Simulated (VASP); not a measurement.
**Cd4S3: relaxation of cell and atoms with PBE**

Cd4S3:

```
Cd S
1.0
     5.67679    0.00000    0.00000
     0.00000    5.67679    0.00000
     0.00000    0.00000    5.67679
Cd S
4 3
Direct
  0.28429 0.71571 0.28429
  0.71571 0.28429 0.28429
  0.28429 0.28429 0.71571
  0.71571 0.71571 0.71571
  0.00000 0.00000 0.50000
  0.50000 0.00000 0.00000
  0.00000 0.50000 0.00000
```

| Property | Result |
| --- | --- |
| Program | VASP 6.6.1 |
| Task | relaxation of cell and atoms |
| Functional | PBE |
| Potentials or basis | VASP PAW PBE potentials, release 64 (Cd, S) |
| Cutoff | 600 eV |
| k mesh | 3 × 3 × 3 |
| Occupations | gaussian, width 0.2 eV |
| Spin | no spin polarisation |
| Dipole correction | no |
| Further INCAR settings | ALGO = Normal; EDIFF = 1e-06; IBRION = 2; EDIFFG = -0.08; NSW = 36; ISIF = 3 |

```json
{
  "Relaxed volume": "25.14 Å³/atom",
  "Relaxed cell": "a = 5.604 Å, b = 5.604 Å, c = 5.604 Å, α = 90.00°, β = 90.00°, γ = 90.00°",
  "Space group after relaxing (to 0.05 Å)": "P-43m (No. 215)",
  "Energy gained by relaxing": "4.9 meV/atom",
  "Ionic steps": "5",
  "Pressure after relaxing": "0.0 GPa",
  "Largest force after relaxing": "0.057 eV/Å",
  "Band gap on the k mesh": "1.63 eV, indirect (least direct gap 1.92 eV)"
}
```

Forces in eV/Å, atoms in the order of the input:
```
Cd   0.033 -0.033  0.033
Cd  -0.033  0.033  0.033
Cd   0.033  0.033 -0.033
Cd  -0.033 -0.033 -0.033
S    0.000  0.000  0.000
S    0.000  0.000  0.000
S    0.000  0.000  0.000
```

The path:
| step | energy change (eV) | largest force (eV/Å) | pressure (GPa) | volume (Å³) |
| --- | --- | --- | --- | --- |
| 1 | 0.0000 | 0.0605 | -1.53 | 182.94 |
| 2 | -0.0268 | 0.1413 | 0.27 | 176.40 |
| 3 | -0.0277 | 0.1084 | -0.03 | 177.39 |
| 4 | -0.0298 | 0.0955 | -0.03 | 177.05 |
| 5 | -0.0345 | 0.0568 | -0.01 | 176.01 |

Final structure:
```xyz
7
Lattice="5.6042 0.0000 0.0000 0.0000 5.6042 0.0000 0.0000 0.0000 5.6042" Properties=species:S:1:pos:R:3 pbc="T T T"
Cd    1.6033    4.0009    1.6033
Cd    4.0009    1.6033    1.6033
Cd    1.6033    1.6033    4.0009
Cd    4.0009    4.0009    4.0009
S     0.0000    0.0000    2.8021
S     2.8021    0.0000    0.0000
S     0.0000    2.8021    0.0000
```

Levels at points of the mesh, in eV from the valence-band top:
```csv
k point,band 30,band 31,band 32,band 33,band 34,band 35,band 36,band 37
"(0.00, 0.00, 0.00)",-1.64,-0.51,-0.51,-0.51,3.07,3.07,3.91,3.91
```

It took 78 s on 1 thread of Intel(R) Xeon(R) 6975P-C (Granite Rapids) (shared host), peak memory 0.34 GiB.

Caveat: the relaxation stopped at a loose force limit of 0.08 eV/Å, so its end isn't a converged minimum. A k mesh can miss the band edges.
